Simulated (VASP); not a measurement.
Wanted: the native input for a VASP 6.6.1 run.

```
Task                   : single point
Functional             : PBE
Potentials or basis    : VASP PAW PBE potentials, release 64 (In_d)
Cutoff                 : 520 eV
k mesh                 : 9 × 9 × 9
Occupations            : fermi-dirac, width 0.05 eV
Spin                   : no spin polarisation
Dipole correction      : no
Further INCAR settings : ALGO = Normal; EDIFF = 1e-06; NBANDS = 12
```

The structure of In lies in POSCAR:

```
In
1.0
   -1.9072979067      1.9072979067      1.9072979067
    1.9072979067     -1.9072979067      1.9072979067
    1.9072979067      1.9072979067     -1.9072979067
In
1
Direct
    0.0000000000      0.0000000000      0.0000000000
```

One way to write it, as run:

INCAR

```
ALGO = Normal
EDIFF = 1E-6
ENCUT = 520
GGA = PE
ISIF = 2
ISMEAR = -1
LASPH = True
LCHARG = False
LREAL = False
LWAVE = False
NBANDS = 12
NELM = 100
PREC = Accurate
SIGMA = 0.05
```

KPOINTS

```
k-points
0
Gamma
  9 9 9
```

Potentials or basis: VASP PAW PBE potentials, release 64 (In_d).

The run is started by

```sh
$ cat potpaw_PBE.64/In_d/POTCAR > POTCAR
$ mpirun -np 1 vasp_std > vasp.out
```

Results of the run:

* Pressure: 0.3 GPa

It took 5.6 s on 1 thread of Intel(R) Xeon(R) 6975P-C (Granite Rapids), on a shared host, peak memory 0.15 GiB.
